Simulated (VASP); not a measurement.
Write the native input for VASP 6.6.1 that does the following.

| Item | Value |
| --- | --- |
| Task | single point |
| Functional | PBE |
| Potentials or basis | VASP PAW PBE potentials, release 64 (Sn_d) |
| Cutoff | 520 eV |
| k mesh | 14 × 14 × 14 |
| Occupations | gaussian, width 0.1 eV |
| Spin | no spin polarisation |
| Dipole correction | no |
| Further INCAR settings | ALGO = Fast; EDIFF = 1e-06; NBANDS = 21 |

The structure of Sn lies in POSCAR:

```
Sn
1.0
   -2.9936678285      2.9936678285      1.6323514412
    2.9936678285     -2.9936678285      1.6323514412
    2.9936678285      2.9936678285     -1.6323514412
Sn
2
Direct
    0.7500000000      0.2500000000      0.5000000000
    0.0000000000      0.0000000000      0.0000000000
```

These files were run (other wordings do the same):

INCAR

```
SYSTEM = Sn
PREC = Accurate
ENCUT = 520
EDIFF = 1E-6
ISMEAR = 0
SIGMA = 0.1
LREAL = .False.
LASPH = .True.
NELM = 60
ALGO = Fast
ISIF = 2
LWAVE = .False.
LCHARG = .True.
GGA = PE
LELF = .True.
LVHAR = .True.
NBANDS = 21
```

KPOINTS

```
Automatic mesh
0
Gamma
  14 14 14
  0 0 0
```

Potentials or basis: VASP PAW PBE potentials, release 64 (Sn_d).

Command:

```bash
$ cat potpaw_PBE.64/Sn_d/POTCAR > POTCAR
$ mpirun -np 1 vasp_std > vasp.out
```

It gave:

- Pressure: -1.4 GPa
- Band gap on the k mesh: zero (bands 14 and 15 overlap by 3.61 eV)

Caveat: spin-orbit coupling is left out, which moves the levels of the heavy elements.

Wall time 5.4 min on 1 thread of Intel(R) Xeon(R) Platinum 8259CL CPU @ 2.50GHz (Skylake/Cascade Lake), with other jobs on the host, peak memory 0.37 GiB.
